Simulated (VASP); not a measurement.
# SmHf2H (P-4m2) in VASP: single point with PBE

Aim: the single point of SmHf2H with PBE.

Everything below comes from runs of VASP 6.6.1. Logs are shortened: lines on timing, memory, paths and dates and some standing lists are left out, and cuts for length are marked.

## (1) The cell of the first run

Symmetry: P-4m2, No. 115, tetragonal system. The conventional cell has a = 3.924 Å, b = 3.924 Å, c = 5.944 Å, α = 90.00°, β = 90.00°, γ = 90.00°. Sm (site symmetry -4m2) has 8 Hf at 3.20 to 3.94 Å and 4 Sm at 3.92 Å and 8 H at 4.07 Å within 4.2 Å. Within 2.7 Å of Hf (site symmetry 2mm) lie 2 H at 2.01 Å. H (site symmetry -4m2) has 4 Hf at 2.01 Å within 2.7 Å.

The cell was built from a structure type or drawn by symmetry, and may not be a known phase.

## (2) Single point, PBE

INCAR

```
SYSTEM = SmHf2H
PREC = Accurate ; ENCUT = 500
EDIFF = 1E-6 ; ISMEAR = 0
SIGMA = 0.2 ; LREAL = .False.
LASPH = .True. ; NELM = 200
ALGO = Normal ; ISIF = 2
LWAVE = .False. ; LCHARG = .False.
GGA = PE ; NBANDS = 24
GGA_COMPAT = .False. ; LMAXMIX = 6
```

KPOINTS

```
regular mesh
0
Gamma
  5 5 4
  0 0 0
```

POSCAR

```
SmHf2H
1.0
    3.9236604398      0.0000000000      0.0000000000
    0.0000000000      3.9236604398      0.0000000000
    0.0000000000      0.0000000000      5.9442027120
Sm Hf H
1 2 1
Direct
    0.5000000000      0.5000000000      0.5000000000
    0.0000000000      0.5000000000      0.0745077487
    0.5000000000      0.0000000000      0.9254922513
    0.0000000000      0.0000000000      0.0000000000
```

Potentials or basis: VASP PAW PBE potentials, release 64 (Sm_3, Hf_pv, H), 4f in core.

Run with:

```bash
> cat potpaw_PBE.64/Sm_3/POTCAR potpaw_PBE.64/Hf_pv/POTCAR potpaw_PBE.64/H/POTCAR > POTCAR
> mpirun -np 1 vasp_std > vasp.out
```

OUTCAR:

```text
SYSTEM = SmHf2H
   PREC = Accurate
   ENCUT = 500
   EDIFF = 1E-6
   ISMEAR = 0
   LREAL = .False.
   LASPH = .True.
   NELM = 200
   ISIF = 2
   GGA = PE

 ion  position               nearest neighbor table
   1  0.500  0.500  0.500-   2 3.20   3 3.20   3 3.20   2 3.20
   2  0.000  0.500  0.075-   4 2.01   4 2.01   3 2.91   3 2.91   3 2.91   3 2.91   1 3.20   1 3.20

   3  0.500  0.000  0.925-   4 2.01   4 2.01   2 2.91   2 2.91   2 2.91   2 2.91   1 3.20   1 3.20

   4  0.000  0.000  0.000-   2 2.01   3 2.01   2 2.01   3 2.01

  LATTYP: Found a simple tetragonal cell.
 ALAT       =     3.9236604398
 C/A-ratio  =     1.5149635916

  Lattice vectors:

 A1 = (   3.9236604398,   0.0000000000,   0.0000000000)
 A2 = (   0.0000000000,   3.9236604398,   0.0000000000)
 A3 = (   0.0000000000,   0.0000000000,   5.9442027120)

Analysis of symmetry for initial positions (statically):
=====================================================================
 Subroutine PRICEL returns:
 Original cell was already a primitive cell.

 Routine SETGRP: Setting up the symmetry group for a
 simple tetragonal supercell.

 Subroutine GETGRP returns: Found  8 space group operations
 (whereof  8 operations were pure point group operations)
 out of a pool of 16 trial point group operations.

The static configuration has the point symmetry D_2d.

Analysis of symmetry for dynamics (positions and initial velocities):
=====================================================================
 Subroutine PRICEL returns:
 Original cell was already a primitive cell.

 Routine SETGRP: Setting up the symmetry group for a
 simple tetragonal supercell.

 Subroutine GETGRP returns: Found  8 space group operations
 (whereof  8 operations were pure point group operations)
 out of a pool of 16 trial point group operations.

The dynamic configuration has the point symmetry D_2d.

 Subroutine INISYM returns: Found  8 space group operations
 (whereof  8 operations are pure point group operations),
 and found     1 'primitive' translations

----------------------------------------------------------------------------------------

                                     Primitive cell

  volume of cell :      91.5117

  direct lattice vectors                    reciprocal lattice vectors
     3.923660440  0.000000000  0.000000000     0.254864052  0.000000000  0.000000000
     0.000000000  3.923660440  0.000000000     0.000000000  0.254864052  0.000000000
     0.000000000  0.000000000  5.944202712     0.000000000  0.000000000  0.168231140

  length of vectors
     3.923660440  3.923660440  5.944202712     0.254864052  0.254864052  0.168231140

  position of ions in fractional coordinates (direct lattice)
     0.500000000  0.500000000  0.500000000
     0.000000000  0.500000000  0.074507749
     0.500000000  0.000000000  0.925492251
     0.000000000  0.000000000  0.000000000

  ion indices of the primitive-cell ions
   primitive index   ion index
                 1           1
                 2           2
                 3           3
                 4           4

----------------------------------------------------------------------------------------

 KPOINTS: regular mesh

Automatic generation of k-mesh.
 Grid dimensions read from file:
 generate k-points for:    5    5    4

 Generating k-lattice:

  Cartesian coordinates                     Fractional coordinates (reciprocal lattice)
     0.050972810  0.000000000  0.000000000     0.200000000  0.000000000  0.000000000
     0.000000000  0.050972810  0.000000000     0.000000000  0.200000000  0.000000000
     0.000000000  0.000000000  0.042057785     0.000000000  0.000000000  0.250000000

  Length of vectors
     0.050972810  0.050972810  0.042057785

  Shift w.r.t. Gamma in fractional coordinates (k-lattice)
     0.000000000  0.000000000  0.000000000

 Subroutine IBZKPT returns following result:
 ===========================================

 Found     18 irreducible k-points:

 Following reciprocal coordinates:
            Coordinates               Weight
  0.000000  0.000000  0.000000      1.000000
  0.200000  0.000000  0.000000      4.000000
  0.400000  0.000000  0.000000      4.000000
  0.200000  0.200000  0.000000      4.000000
  0.400000  0.200000  0.000000      8.000000
  0.400000  0.400000  0.000000      4.000000
[... 10 lines left out ...]
  0.400000  0.200000  0.500000      8.000000
  0.400000  0.400000  0.500000      4.000000
   k-points           NKPTS =     18   k-points in BZ     NKDIM =     18   number of bands    NBANDS=     24
   number of dos      NEDOS =    301   number of ions     NIONS =      4
   total plane-waves  NPLWV =  43200
   dimension x,y,z NGX =    30 NGY =   30 NGZ =   48
   dimension x,y,z NGXF=    60 NGYF=   60 NGZF=   96
   ions per type =               1   2   1
   NGX,Y,Z   is equivalent  to a cutoff of  12.71, 12.71, 13.42 a.u.
   NGXF,Y,Z  is equivalent  to a cutoff of  25.42, 25.42, 26.85 a.u.
 SYSTEM =  SmHf2H
   PREC   = accura    normal or accurate (medium, high low for compatibility)
   ISTART =      0    job   : 0-new  1-cont  2-samecut
   ICHARG =      2    charge: 1-file 2-atom 10-const
   ISPIN  =      1    spin polarized calculation?
   LNONCOLLINEAR =      F non collinear calculations
   LSORBIT =      F    spin-orbit coupling
   LASPH  =      T    aspherical Exc in radial PAW
   ENCUT  =  500.0 eV  36.75 Ry    6.06 a.u.   7.15  7.15 10.84*2*pi/ulx,y,z
   NELM   =    200;   NELMIN=  2; NELMDL= -5     # of ELM steps
   EDIFF  = 0.1E-05   stopping-criterion for ELM
   LREAL  =      F    real-space projection
   EDIFFG = 0.1E-04   stopping-criterion for IOM
   NSW    =      0    number of steps for IOM
   IBRION =     -1    ionic relax: 0-MD 1-quasi-New 2-CG
   NFREE  =      0    steps in history (QN), initial steepest desc. (CG)
   ISIF   =      2    stress and relaxation
   ISYM   =      2    0-nonsym 1-usesym 2-fastsym
   POTIM  = 0.5000    time-step for ionic-motion
   TEBEG  =    0.0;   TEEND  =   0.0 temperature during run
   PSTRESS=    0.0 pullay stress
   NELECT =      32.0000    total number of electrons
   NUPDOWN=      -1.0000    fix difference up-down
   EMIN   =  10.00;   EMAX   =-10.00  energy-range for DOS
   EFERMI =   0.00;   METHOD = LEGACY
   ISMEAR =     0;   SIGMA  =   0.20  broadening in eV -4-tet -1-fermi 0-gaus
   EFERMI_NEDOS =   21; number of points for ismear=-14 and -15
   IALGO  =     38    algorithm
   IMIX   =      4    mixing-type and parameters
     AMIX     =   0.40;   BMIX     =  1.00
     AMIX_MAG =   1.60;   BMIX_MAG =  1.00
  volume/ion in A,a.u.               =      22.88       154.39
  Fermi-wavevector in a.u.,A,eV,Ry     =   1.153363  2.179540 18.099098  1.330246
  Thomas-Fermi vector in A             =   2.290007
   LORBIT       =      0    0 simple, 1 ext, 2 COOP (PROOUT), +10 PAW based schemes
   GGA     = PE    functional components
   LHFCALC =     F    Hartree Fock is set to
   AEXX    =    0.0000 exact exchange contribution
   IVDW    =     0    specifies the selected vdW correction
   LEPSILON=     F    determine dielectric tensor
   LRPA    =     F    only Hartree local field effects (RPA)
 non-spin polarized calculation
 Gauss-broadening in eV      SIGMA  =   0.20
  energy-cutoff  :      500.00
  volume of cell :       91.51
 maximum number of plane-waves:      2338
 NGX is ok and might be reduce to    30
   NGX = 15   NGY = 15   NGZ = 21

 number of electron      31.9999998 magnetization

 Free energy of the ion-electron system (eV)
  ---------------------------------------------------
  ext. energy  EPLUGINS =         0.00000000
  ---------------------------------------------------
  free energy    TOTEN  =       -26.38442008 eV

  energy without entropy =      -26.29673001  energy(sigma->0) =      -26.34057505

 E-fermi :   2.9865     XC(G=0):  -9.9795

 val. band max:        2.9487945459   @ k =   0.0000   0.0000   0.2500
 cond. band min:       2.9927204653   @ k =   0.4000   0.2000   0.0000
 fundamental gap:      0.0439259194
 Fermi energy:         2.9865393449

 k-point     1 :       0.0000    0.0000    0.0000
  band No.  band energies     occupation
      1     -38.0974      2.00000
      2     -27.7272      2.00000
      3     -27.7272      2.00000
      4     -27.4091      2.00000
      5     -27.3875      2.00000
      6     -27.0105      2.00000
[... 16 lines left out ...]
     23       7.1555      0.00000
     24       7.2448      0.00000

 k-point     2 :       0.2000    0.0000    0.0000
  band No.  band energies     occupation
      1     -38.0935      2.00000
      2     -27.7307      2.00000
      3     -27.6631      2.00000
      4     -27.4359      2.00000
      5     -27.3592      2.00000
      6     -27.0787      2.00000
[... 16 lines left out ...]
     23       6.8613      0.00000
     24       7.1214      0.00000

 k-point     3 :       0.4000    0.0000    0.0000
  band No.  band energies     occupation
      1     -38.0873      2.00000
      2     -27.6982      2.00000
      3     -27.5492      2.00000
      4     -27.4998      2.00000
      5     -27.2616      2.00000
      6     -27.2488      2.00000
[... 16 lines left out ...]
     23       6.6971      0.00000
     24       6.9848      0.00000

 k-point     4 :       0.2000    0.2000    0.0000
  band No.  band energies     occupation
      1     -38.0897      2.00000
      2     -27.7984      2.00000
      3     -27.5781      2.00000
      4     -27.4977      2.00000
      5     -27.2932      2.00000
      6     -27.2056      2.00000
[... 16 lines left out ...]
     23       6.3102      0.00000
     24       7.4133      0.00000

 k-point     5 :       0.4000    0.2000    0.0000
  band No.  band energies     occupation
      1     -38.0836      2.00000
      2     -27.8251      2.00000
      3     -27.6325      2.00000
      4     -27.4572      2.00000
      5     -27.3280      2.00000
      6     -27.1655      2.00000
[... 16 lines left out ...]
     23       6.5179      0.00000
     24       6.8407      0.00000

 k-point     6 :       0.4000    0.4000    0.0000
  band No.  band energies     occupation
      1     -38.0774      2.00000
      2     -27.9582      2.00000
      3     -27.7581      2.00000
      4     -27.4113      2.00000
      5     -27.3709      2.00000
      6     -27.0385      2.00000
[... 16 lines left out ...]
     23       6.5274      0.00000
     24       6.5951      0.00000
[... 217 lines left out ...]
 k-point    15 :       0.4000    0.0000    0.5000
  band No.  band energies     occupation
      1     -38.0874      2.00000
      2     -27.6975      2.00000
      3     -27.5458      2.00000
      4     -27.4997      2.00000
      5     -27.2612      2.00000
      6     -27.2488      2.00000
[... 16 lines left out ...]
     23       6.0176      0.00000
     24       7.3540      0.00000

 k-point    16 :       0.2000    0.2000    0.5000
  band No.  band energies     occupation
      1     -38.0898      2.00000
      2     -27.7990      2.00000
      3     -27.5745      2.00000
      4     -27.4983      2.00000
      5     -27.2910      2.00000
      6     -27.2097      2.00000
[... 16 lines left out ...]
     23       6.1097      0.00000
     24       7.0218      0.00000

 k-point    17 :       0.4000    0.2000    0.5000
  band No.  band energies     occupation
      1     -38.0836      2.00000
      2     -27.8255      2.00000
      3     -27.6323      2.00000
      4     -27.4554      2.00000
      5     -27.3305      2.00000
      6     -27.1653      2.00000
[... 16 lines left out ...]
     23       6.4067      0.00000
     24       6.6968      0.00000

 k-point    18 :       0.4000    0.4000    0.5000
  band No.  band energies     occupation
      1     -38.0774      2.00000
      2     -27.9583      2.00000
      3     -27.7620      2.00000
      4     -27.4106      2.00000
      5     -27.3724      2.00000
      6     -27.0385      2.00000
[... 16 lines left out ...]
     23       6.1387      0.00000
     24       6.6600      0.00000

------------------------ aborting loop because EDIFF is reached ----------------------------------------

  FORCE on cell =-STRESS in cart. coord.  units (eV):
  Direction    XX          YY          ZZ          XY          YZ          ZX
  --------------------------------------------------------------------------------------
  -------------------------------------------------------------------------------------
  Total       -0.1237967     -0.1237967      0.2173909      0.0000000      0.0000000      0.0000000
  in kB       -2.1674208     -2.1674208      3.8060588      0.0000000      0.0000000      0.0000000
  external PRESSURE =      -0.1762609 kB  Pullay stress =       0.0000000 kB

 VOLUME and BASIS-vectors are now :
 -----------------------------------------------------------------------------
  energy-cutoff  :      500.00
  volume of cell :       91.51
      direct lattice vectors                 reciprocal lattice vectors
     3.923660440  0.000000000  0.000000000     0.254864052  0.000000000  0.000000000
     0.000000000  3.923660440  0.000000000     0.000000000  0.254864052  0.000000000
     0.000000000  0.000000000  5.944202712     0.000000000  0.000000000  0.168231140

 POSITION                                       TOTAL-FORCE (eV/Angst)
 -----------------------------------------------------------------------------------
      1.96183      1.96183      2.97210         0.000000     -0.000000      0.000000
      0.00000      1.96183      0.44289        -0.000000      0.000000     -0.052132
      1.96183      0.00000      5.50131         0.000000      0.000000      0.052132
      0.00000      0.00000      0.00000         0.000000      0.000000      0.000000
 -----------------------------------------------------------------------------------
    total drift:                                0.000000     -0.000000      0.000000

  FREE ENERGIE OF THE ION-ELECTRON SYSTEM (eV)
  ---------------------------------------------------
  free  energy   TOTEN  =       -26.3844200832 eV

  energy  without entropy=      -26.2967300118  energy(sigma->0) =      -26.34057505
```

It took 51 s on 1 thread of Intel Xeon Platinum 8375C at 2.90GHz (Ice Lake), shared host; peak memory 0.22 GiB.

What came out:

* Free energy: -26.3844 eV
* Pressure: 0.0 GPa
* Largest force: 0.052 eV/Å
* Band gap on the k mesh: zero (bands 16 and 17 overlap by 0.52 eV)

Forces on the atoms (eV/Å):
```
Sm   0.000  0.000  0.000
Hf   0.000  0.000 -0.052
Hf   0.000  0.000  0.052
H    0.000  0.000  0.000
```

Stress tensor (GPa, compression positive):
```
-0.22  0.00  0.00
 0.00 -0.22  0.00
 0.00  0.00  0.38
```

Levels at points of the mesh, in eV from the Fermi level:
```csv
k point,band 13,band 14,band 15,band 16,band 17,band 18,band 19,band 20
"(0.00, 0.00, 0.00)",-2.07,-0.99,-0.29,0.21,0.23,0.23,2.60,2.60
"(0.00, 0.00, 0.50)",-2.80,-0.31,-0.25,-0.23,1.26,1.26,1.34,1.84
```

Caveat: spin-orbit coupling is left out, which moves the levels of the heavy elements; the 4f electrons are frozen in the core, so they carry no moment and show no levels. Spin polarisation is off, so any magnetic state and its effect on volume and gap are missing.
